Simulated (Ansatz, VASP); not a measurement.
## Na in VASP and in Ansatz

```
Na
1.0
    -2.10403    2.10403    2.10403
     2.10403   -2.10403    2.10403
     2.10403    2.10403   -2.10403
Na
1
Direct
  0.00000 0.00000 0.00000
```

Alike in both runs: task single point; functional PBEsol; k mesh 2 × 2 × 2; occupations gaussian, width 0.036 eV; no spin polarisation.

|  | VASP | Ansatz |
| --- | --- | --- |
| version | VASP 6.6.1 | Ansatz 0.2.0 |
| potentials or method | VASP PAW PBE potentials, release 64 (Na_pv), cutoff 500 eV | scalar-relativistic, plane waves, PAW |
| valence electrons in the cell | 7 | 9 |

|  | VASP | Ansatz | Ansatz less VASP |
| --- | --- | --- | --- |
| gap on the k mesh at the Fermi level (eV) | none | none | - |
| pressure (GPa) | 1.8 | 1.7 | -0.04 |

VASP's potentials were made for PBE, not for PBEsol. A gap of «none» marks a metal or a gap that the smearing closes. VASP's potentials hold 7 valence electrons a cell and Ansatz's 9, so a difference there can come from the potentials and not from the codes.

The k mesh is coarse, so the values compare programs but aren't converged.
